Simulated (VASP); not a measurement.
# MgO (Fm-3m) in VASP: single point with r2SCAN

Aim: the single point of MgO with r2SCAN.

Program: VASP 6.6.1. These are calculated values, not measurements. Logs are shortened: lines on timing, memory, paths and dates and some standing lists are left out, and cuts for length are marked.

**1. The cell of the first run**

Symmetry: Fm-3m, No. 225, cubic system. The conventional cell has a = 4.442 Å, b = 4.442 Å, c = 4.442 Å, α = 90.00°, β = 90.00°, γ = 90.00°. Mg (site symmetry m-3m) has 6 O at 2.22 Å within 2.9 Å. Within 2.9 Å of O (site symmetry m-3m) lie 6 Mg at 2.22 Å.

**2. Single point, r2SCAN (functional r2SCAN, strained)**

POSCAR

```
MgO
1.0
    0.0000000000      2.2208976240      2.2208976240
    2.2208976240      0.0000000000      2.2208976240
    2.2208976240      2.2208976240      0.0000000000
Mg O
1 1
Direct
    0.0000000000      0.0000000000      0.0000000000
    0.5000000000      0.5000000000      0.5000000000
```

INCAR.step1

```
ALGO = Normal
EDIFF = 1E-5
ENCUT = 660
GGA = PE
GGA_COMPAT = F
ISMEAR = 0
LASPH = T
LCHARG = F
LREAL = F
LWAVE = T
NBANDS = 11
NELM = 120
PREC = Accurate
SIGMA = 0.02
```

INCAR.step2

```
ALGO = Normal
EDIFF = 1E-6
ENCUT = 660
GGA_COMPAT = F
ISIF = 2
ISMEAR = 0
ISTART = 1
LASPH = T
LCHARG = F
LMIXTAU = T
LREAL = F
LWAVE = F
METAGGA = R2SCAN
NBANDS = 11
NELM = 120
PREC = Accurate
SIGMA = 0.02
```

KPOINTS

```
k-points
0
Gamma
  10 10 10
```

Potentials or basis: VASP PAW PBE potentials, release 64 (Mg, O).

On the command line:

```sh
$ cat potpaw_PBE.64/Mg/POTCAR potpaw_PBE.64/O/POTCAR > POTCAR
$ cp INCAR.step1 INCAR
$ mpirun -np 1 vasp_std > vasp.out
$ cp INCAR.step2 INCAR
$ mpirun -np 1 vasp_std > vasp.out
```

OUTCAR:

```text
EDIFF = 1E-6
   ENCUT = 660
   ISIF = 2
   ISMEAR = 0
   ISTART = 1
   LASPH = T
   LREAL = F
   METAGGA = R2SCAN
   NELM = 120
   PREC = Accurate

 ion  position               nearest neighbor table
   1  0.000  0.000  0.000-   2 2.22   2 2.22   2 2.22   2 2.22   2 2.22   2 2.22
   2  0.500  0.500  0.500-   1 2.22   1 2.22   1 2.22   1 2.22   1 2.22   1 2.22

  LATTYP: Found a face centered cubic cell.
 ALAT       =     4.4417952480

  Lattice vectors:

 A1 = (   0.0000000000,   2.2208976240,   2.2208976240)
 A2 = (   2.2208976240,   0.0000000000,   2.2208976240)
 A3 = (   2.2208976240,   2.2208976240,   0.0000000000)

Analysis of symmetry for initial positions (statically):
=====================================================================
 Subroutine PRICEL returns:
 Original cell was already a primitive cell.

 Routine SETGRP: Setting up the symmetry group for a
 face centered cubic supercell.

 Subroutine GETGRP returns: Found 48 space group operations
 (whereof 48 operations were pure point group operations)
 out of a pool of 48 trial point group operations.

The static configuration has the point symmetry O_h .

Analysis of symmetry for dynamics (positions and initial velocities):
=====================================================================
 Subroutine PRICEL returns:
 Original cell was already a primitive cell.

 Routine SETGRP: Setting up the symmetry group for a
 face centered cubic supercell.

 Subroutine GETGRP returns: Found 48 space group operations
 (whereof 48 operations were pure point group operations)
 out of a pool of 48 trial point group operations.

The dynamic configuration has the point symmetry O_h .

 Subroutine INISYM returns: Found 48 space group operations
 (whereof 48 operations are pure point group operations),
 and found     1 'primitive' translations

----------------------------------------------------------------------------------------

                                     Primitive cell

  volume of cell :      21.9086

  direct lattice vectors                    reciprocal lattice vectors
     0.000000000  2.220897624  2.220897624    -0.225134196  0.225134196  0.225134196
     2.220897624  0.000000000  2.220897624     0.225134196 -0.225134196  0.225134196
     2.220897624  2.220897624  0.000000000     0.225134196  0.225134196 -0.225134196

  length of vectors
     3.140823541  3.140823541  3.140823541     0.389943865  0.389943865  0.389943865

[... 88 lines left out ...]
   POTIM  = 0.5000    time-step for ionic-motion
   TEBEG  =    0.0;   TEEND  =   0.0 temperature during run
   PSTRESS=    0.0 pullay stress
   NELECT =       8.0000    total number of electrons
   NUPDOWN=      -1.0000    fix difference up-down
   EMIN   =  10.00;   EMAX   =-10.00  energy-range for DOS
   EFERMI =   0.00;   METHOD = LEGACY
   ISMEAR =     0;   SIGMA  =   0.02  broadening in eV -4-tet -1-fermi 0-gaus
   EFERMI_NEDOS =   21; number of points for ismear=-14 and -15
   IALGO  =     38    algorithm
   IMIX   =      4    mixing-type and parameters
     AMIX     =   0.40;   BMIX     =  1.00
     AMIX_MAG =   1.60;   BMIX_MAG =  1.00
  volume/ion in A,a.u.               =      10.95        73.92
  Fermi-wavevector in a.u.,A,eV,Ry     =   1.170127  2.211219 18.629055  1.369197
  Thomas-Fermi vector in A             =   2.306590
   LORBIT       =      0    0 simple, 1 ext, 2 COOP (PROOUT), +10 PAW based schemes
   METAGGA = R2SCAN    functional components
   LHFCALC =     F    Hartree Fock is set to
   AEXX    =    0.0000 exact exchange contribution
   IVDW    =     0    specifies the selected vdW correction
   LEPSILON=     F    determine dielectric tensor
   LRPA    =     F    only Hartree local field effects (RPA)
 non-spin polarized calculation
 Gauss-broadening in eV      SIGMA  =   0.02
  energy-cutoff  :      660.00
  volume of cell :       21.91
 maximum number of plane-waves:       869
 NGX is ok and might be reduce to    28
   NGX = 13   NGY = 13   NGZ = 13

 number of electron       7.9999999 magnetization

 Free energy of the ion-electron system (eV)
  ---------------------------------------------------
  ext. energy  EPLUGINS =         0.00000000
  ---------------------------------------------------
  free energy    TOTEN  =       -15.91332707 eV

  energy without entropy =      -15.91332707  energy(sigma->0) =      -15.91332707

 E-fermi :   1.8822     XC(G=0): -10.7999

 val. band max:        1.7054797054   @ k =   0.0000   0.0000   0.0000
 cond. band min:       5.8503069523   @ k =   0.0000   0.0000   0.0000
 fundamental gap:      4.1448272469
 Fermi energy:         1.8821650584

 k-point     1 :       0.0000    0.0000    0.0000
  band No.  band energies     occupation
      1     -15.7609      2.00000
      2       1.7055      2.00000
      3       1.7055      2.00000
      4       1.7055      2.00000
      5       5.8503      0.00000
      6      17.5921      0.00000
      7      17.5921      0.00000
      8      17.5921      0.00000
      9      21.2998      0.00000
     10      22.9094      0.00000
     11      22.9094      0.00000
[... 309 lines left out ...]
 k-point    24 :       0.4000    0.3000    0.0000
  band No.  band energies     occupation
      1     -14.8794      2.00000
      2      -1.3706      2.00000
      3       0.6035      2.00000
      4       0.7811      2.00000
      5      10.6828      0.00000
      6      12.3283      0.00000
      7      14.7939      0.00000
      8      19.0902      0.00000
      9      19.2833      0.00000
     10      26.0017      0.00000
     11      27.0139      0.00000

 [... further k-points ...]

------------------------ aborting loop because EDIFF is reached ----------------------------------------

  FORCE on cell =-STRESS in cart. coord.  units (eV):
  Direction    XX          YY          ZZ          XY          YZ          ZX
  --------------------------------------------------------------------------------------
  -------------------------------------------------------------------------------------
  Total       -2.8469143     -2.8469143     -2.8469143     -0.0000000      0.0000000      0.0000000
  in kB     -208.1945493   -208.1945493   -208.1945493     -0.0000000      0.0000000      0.0000000
  external PRESSURE =    -208.1945493 kB  Pullay stress =       0.0000000 kB

 VOLUME and BASIS-vectors are now :
 -----------------------------------------------------------------------------
  energy-cutoff  :      660.00
  volume of cell :       21.91
      direct lattice vectors                 reciprocal lattice vectors
     0.000000000  2.220897624  2.220897624    -0.225134196  0.225134196  0.225134196
     2.220897624  0.000000000  2.220897624     0.225134196 -0.225134196  0.225134196
     2.220897624  2.220897624  0.000000000     0.225134196  0.225134196 -0.225134196

 POSITION                                       TOTAL-FORCE (eV/Angst)
 -----------------------------------------------------------------------------------
      0.00000      0.00000      0.00000         0.000000     -0.000000      0.000000
      2.22090      2.22090      2.22090        -0.000000      0.000000     -0.000000
 -----------------------------------------------------------------------------------
    total drift:                                0.000000      0.000000      0.000000

  FREE ENERGIE OF THE ION-ELECTRON SYSTEM (eV)
  ---------------------------------------------------
  free  energy   TOTEN  =       -15.9133270660 eV

  energy  without entropy=      -15.9133270660  energy(sigma->0) =      -15.91332707
```

OUTCAR.step1:

```text
EDIFF = 1E-5
   ENCUT = 660
   GGA = PE
   ISMEAR = 0
   LASPH = T
[... 557 lines left out ...]
 -----------------------------------------------------------------------------------
      0.00000      0.00000      0.00000        -0.000000     -0.000000      0.000000
      2.22090      2.22090      2.22090         0.000000      0.000000     -0.000000
 -----------------------------------------------------------------------------------
    total drift:                                0.000000      0.000000      0.000000

  FREE ENERGIE OF THE ION-ELECTRON SYSTEM (eV)
  ---------------------------------------------------
  free  energy   TOTEN  =       -11.7691207743 eV

  energy  without entropy=      -11.7691207743  energy(sigma->0) =      -11.76912077
```

OSZICAR.step1:

```text
N       E                     dE             d eps       ncg     rms          rms(c)
DAV:   1     0.255096473212E+02    0.25510E+02   -0.49866E+03  1058   0.774E+02
DAV:   2    -0.121249244670E+02   -0.37635E+02   -0.36246E+02  1188   0.152E+02
DAV:   3    -0.133422139242E+02   -0.12173E+01   -0.12155E+01  1268   0.258E+01
DAV:   4    -0.133456993022E+02   -0.34854E-02   -0.34853E-02  1124   0.157E+00
DAV:   5    -0.133457115379E+02   -0.12236E-04   -0.12236E-04  1217   0.934E-02    0.716E+00
DAV:   6    -0.118078720567E+02    0.15378E+01   -0.10274E+01  1085   0.166E+01    0.257E+00
DAV:   7    -0.117786243863E+02    0.29248E-01   -0.13443E-01  1103   0.274E+00    0.139E+00
DAV:   8    -0.117699304472E+02    0.86939E-02   -0.44782E-02  1073   0.229E+00    0.318E-01
DAV:   9    -0.117692574122E+02    0.67303E-03   -0.84229E-04  1154   0.208E-01    0.182E-01
DAV:  10    -0.117691205058E+02    0.13691E-03   -0.76654E-04  1112   0.217E-01    0.910E-03
DAV:  11    -0.117691207743E+02   -0.26847E-06   -0.68601E-06   718   0.179E-02
   1 F= -.11769121E+02 E0= -.11769121E+02  d E =-.600416E-43
```

It took 42 s on 1 thread of Intel Xeon Platinum 8559C (Emerald Rapids), shared host; peak memory 0.17 GiB.

What came out:

```
Free energy            : -15.9133 eV
Pressure               : -20.8 GPa
Band gap on the k mesh : 4.14 eV, direct
```

Levels at points of the mesh, in eV from the valence-band top:
| k point | band 1 | band 2 | band 3 | band 4 | band 5 | band 6 | band 7 | band 8 | band 9 |
| --- | --- | --- | --- | --- | --- | --- | --- | --- | --- |
| (0.00, 0.00, 0.00) | -17.47 | 0.00 | 0.00 | 0.00 | 4.14 | 15.89 | 15.89 | 15.89 | 19.59 |
| (0.50, 0.00, 0.00) | -16.57 | -3.95 | -0.51 | -0.51 | 7.79 | 11.97 | 15.79 | 15.79 | 20.01 |
| (0.50, 0.50, 0.00) | -16.37 | -3.48 | -1.16 | -1.16 | 9.38 | 9.76 | 12.60 | 17.97 | 17.97 |

Caveat: the cell differs from its parent crystal (functional r2SCAN, strained); the PAW data sets were made with another functional, which shifts forces and pressure a little.
